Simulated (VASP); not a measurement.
A run of VASP 6.6.1 is set up as follows.

File INCAR:

```
PREC = Accurate ; ENCUT = 600
EDIFF = 1E-6 ; ISMEAR = 0
SIGMA = 0.02 ; LREAL = False
LASPH = True ; NELM = 80
ALGO = Normal ; ISIF = 3
LWAVE = False ; LCHARG = False
IBRION = 2 ; NSW = 100
EDIFFG = -0.002
```

KPOINTS

```
Automatic mesh
0
Gamma
  9 9 4
```

Contents of POSCAR:

```
AlN
1.0
    3.1285881400      0.0000000000      0.0000000000
   -1.5642940700      2.7094368000      0.0000000000
    0.0000000000      0.0000000000      5.0169550000
Al N
2 2
Direct
    0.6666666700      0.3333333300      0.4992870000
    0.3333333300      0.6666666700      0.9992870000
    0.6666666700      0.3333333300      0.8807130000
    0.3333333300      0.6666666700      0.3807130000
```

Potentials or basis: VASP PAW LDA potentials, release 64 (Al, N).

The run is started by

```bash
$ cat potpaw_LDA.64/Al/POTCAR potpaw_LDA.64/N/POTCAR > POTCAR
$ mpirun -np 1 vasp_std > vasp.out
```

Question: What does it give for the band gap on the k mesh?

Answer: 4.40 eV, direct.

Question: Predict the space group after relaxing (to 0.05 Å).

Answer: P6_3mc (No. 186).

Final structure:
```
Al N
1.0
     3.09123    0.00000    0.00000
    -1.54562    2.67708    0.00000
     0.00000    0.00000    4.94791
Al N
2 2
Direct
  0.66667 0.33333 0.49903
  0.33333 0.66667 0.99903
  0.66667 0.33333 0.88097
  0.33333 0.66667 0.38097
```
